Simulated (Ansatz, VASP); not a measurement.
**Na: VASP beside Ansatz**

Contents of INCAR:

```
PREC     = Accurate       # precision mode
ENCUT    = 520            # plane-wave cutoff, eV
EDIFF    = 1E-6           # SCF threshold, eV
ISMEAR   = 0              # smearing method
SIGMA    = 0.15           # smearing width, eV
LREAL    = False          # projectors in reciprocal space
LASPH    = True           # aspherical terms in the spheres
NELM     = 60             # most SCF steps
ALGO     = Normal         # electronic algorithm
ISIF     = 2              # what is computed and relaxed
LWAVE    = False          # write WAVECAR
LCHARG   = False          # write CHGCAR
GGA      = CA             # functional
NBANDS   = 14             # bands
```

The input KPOINTS:

```
regular mesh
0
Gamma
  15 15 8
```

File POSCAR:

```
Na
1.0
    3.4761407018      0.0000000000      0.0000000000
   -1.7380703509      3.0104261549      0.0000000000
    0.0000000000      0.0000000000      5.8981745703
Na
2
Direct
    0.3333333333      0.6666666667      0.2500000000
    0.6666666667      0.3333333333      0.7500000000
```

Input for Ansatz:

```yaml
crystal:
  lattice:
    - [3.4761407018, 0.0, 0.0]
    - [-1.7380703509, 3.0104261549, 0.0]
    - [0.0, 0.0, 5.8981745703]
  atoms:
    - { symbol: Na, position: [0.3333333333, 0.6666666667, 0.25] }
    - { symbol: Na, position: [0.6666666667, 0.3333333333, 0.75] }
basis:
  ecutwfc: 520.0
kpoints:
  mp_grid: { grid: [15, 15, 8] }
hamiltonian:
  xc: lda
  pseudopotentials: { kind: paw }
scf:
  occupations: { method: gaussian, width: 0.15 }
output:
  forces: true
  stress: true
  eigenvalues: true
```

Change from the starting cell: mode 4 frozen in at +0.000 Å, equal normal strain along x and y -0.0400.

Alike in both runs: task single point; functional LDA; k mesh 15 × 15 × 8; occupations gaussian, width 0.15 eV; no spin polarisation.

```csv
,VASP,Ansatz
version,VASP 6.6.1,Ansatz 0.2.0
potentials or method,"VASP PAW LDA potentials, release 64 (Na_pv), cutoff 520 eV","scalar-relativistic, plane waves, PAW"
valence electrons in the cell,14,18
```

```tsv
	VASP	Ansatz	Ansatz less VASP
gap on the k mesh at the Fermi level (eV)	none	none	-
pressure (GPa)	0.8	0.8	-0.01
traceless stress, the component that is largest in VASP (GPa)	-0.40	-0.40	+0.003
```

LDA's correlation is that of Perdew and Zunger in VASP and of Perdew and Wang (1992) in Ansatz. A gap of «none» marks a metal or a gap that the smearing closes. VASP's potentials hold 14 valence electrons a cell and Ansatz's 18, so a difference there can come from the potentials and not from the codes.
